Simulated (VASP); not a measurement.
Co:

```
Co
1.0
     2.25217    0.00000    0.00000
     0.00000    2.25217    0.00000
     0.00000    0.00000    2.25217
Co
1
Direct
  0.00000 0.00000 0.00000
```

Base run:

| Quantity | Value |
| --- | --- |
| Program | VASP 6.6.1 |
| Functional | r2SCAN |
| Potentials or basis | VASP PAW PBE potentials, release 64 (Co) |
| Cutoff | 520 eV |
| k mesh | 23 × 23 × 23 |
| Occupations | fermi-dirac, width 0.1 eV |
| Spin | no spin polarisation |

Its results: pressure -0.3 GPa.

The run is repeated on the same cell with these changes: k mesh from 23 × 23 × 23 to 16 × 16 × 16; further incar settings from ALGO = Normal; EDIFF = 1e-06; NBANDS = 10 to ALGO = Normal; EDIFF = 1e-07; NBANDS = 10. What comes out?

Pressure 0.3 GPa.

Caveats: the PAW data sets were made with another functional, which shifts forces and pressure a little; the run has no spin polarisation, though such a crystal can be magnetic.
